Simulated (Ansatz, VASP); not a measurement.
## HgTe: VASP beside Ansatz

```
Hg Te
1.0
     0.00000    3.28920    3.28920
     3.28920    0.00000    3.28920
     3.28920    3.28920    0.00000
Hg Te
1 1
Direct
  0.00000 0.00000 0.00000
  0.25000 0.25000 0.25000
```

Alike in both runs: task single point; functional HSE06; k mesh 4 × 4 × 4; occupations fermi-dirac, width 0.02 eV; no spin polarisation.

|  | VASP | Ansatz |
| --- | --- | --- |
| version | VASP 6.6.1 | Ansatz 0.2.0 |
| potentials or method | VASP PAW PBE potentials, release 64 (Hg, Te) | plane waves, PAW |
| plane-wave cutoff (eV) | 520 | 420 |
| valence electrons in the cell | 18 | 36 |

|  | VASP | Ansatz | Ansatz less VASP |
| --- | --- | --- | --- |
| pressure (GPa) | 0.1 | 0.1 | +0.05 |

With one functional, cell and mesh, what is left measures potentials, basis and numerics. VASP's potentials hold 18 valence electrons a cell and Ansatz's 36, so a difference there can come from the potentials and not from the codes. Ansatz's warnings: filled band counts differ across k points, stress exchange threshold loose, stress scf threshold loose.

The k mesh is coarse, so the values compare programs but aren't converged. Neither program's run includes spin-orbit coupling.
